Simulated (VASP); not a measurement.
Here is a VASP 6.6.1 calculation.

INCAR

```
PREC = Accurate
ENCUT = 520
EDIFF = 1E-7
ISMEAR = 1
SIGMA = 0.2
LREAL = False
LASPH = True
NELM = 80
ALGO = Normal
ISIF = 2
LWAVE = False
LCHARG = False
GGA = PE
NBANDS = 34
```

File KPOINTS:

```
regular mesh
0
Gamma
  8 8 7
```

POSCAR

```
Ga
1.0
    2.3107968683     -3.8729233244      0.0000000000
    2.3107968683      3.8729233244      0.0000000000
    0.0000000000      0.0000000000      4.5463111460
Ga
4
Direct
    0.8442122196      0.1557877804      0.0839449706
    0.6557877804      0.3442122196      0.5839449706
    0.1557877804      0.8442122196      0.9160550294
    0.3442122196      0.6557877804      0.4160550294
```

Potentials or basis: VASP PAW PBE potentials, release 64 (Ga_d).

The run is started by

```bash
$ cat potpaw_PBE.64/Ga_d/POTCAR > POTCAR
$ mpirun -np 1 vasp_std > vasp.out
```

Q: Predict the pressure.

A: 0.1 GPa.

Q: Predict the largest force.

A: 0.005 eV/Å.

Q: Estimate the band gap on the k mesh.

A: Zero (bands 26 and 27 overlap by 0.88 eV).

Forces in eV/Å, atoms in the order of the input:
```
Ga   0.000  0.001 -0.005
Ga   0.000 -0.001 -0.005
Ga   0.000 -0.001  0.005
Ga   0.000  0.001  0.005
```
